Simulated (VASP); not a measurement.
Input of a VASP 6.6.1 run:

Contents of INCAR:

```
  PREC = Accurate
  ENCUT = 500
  EDIFF = 1E-6
  ISMEAR = 0
  SIGMA = 0.1
  LREAL = F
  LASPH = T
  NELM = 120
  ALGO = Normal
  ISIF = 2
  LWAVE = F
  LCHARG = T
  GGA = PE
  LELF = T
  LVHAR = T
  NBANDS = 20
  GGA_COMPAT = F
```

The input KPOINTS:

```
Automatic mesh
0
Gamma
  6 6 6
```

POSCAR

```
TaSn
1.0
    0.0000000000      2.6841525900      2.6841525900
    2.6841525900      0.0000000000      2.6841525900
    2.6841525900      2.6841525900      0.0000000000
Ta Sn
1 1
Direct
    0.0000000000      0.0000000000      0.0000000000
    0.2500000000      0.2500000000      0.2500000000
```

Potentials or basis: VASP PAW PBE potentials, release 64 (Ta_pv, Sn_d).

The run is started by

```console
$ cat potpaw_PBE.64/Ta_pv/POTCAR potpaw_PBE.64/Sn_d/POTCAR > POTCAR
$ mpirun -np 1 vasp_std > vasp.out
```

**Question.** Predict the pressure.

**Answer.** 88.1 GPa.

**Question.** Estimate the band gap on the k mesh.

**Answer.** Zero (an odd number of electrons rules out a gap without spin polarisation).

Caveat: the cell stands under pressure; spin-orbit coupling is left out, which moves the levels of the heavy elements.
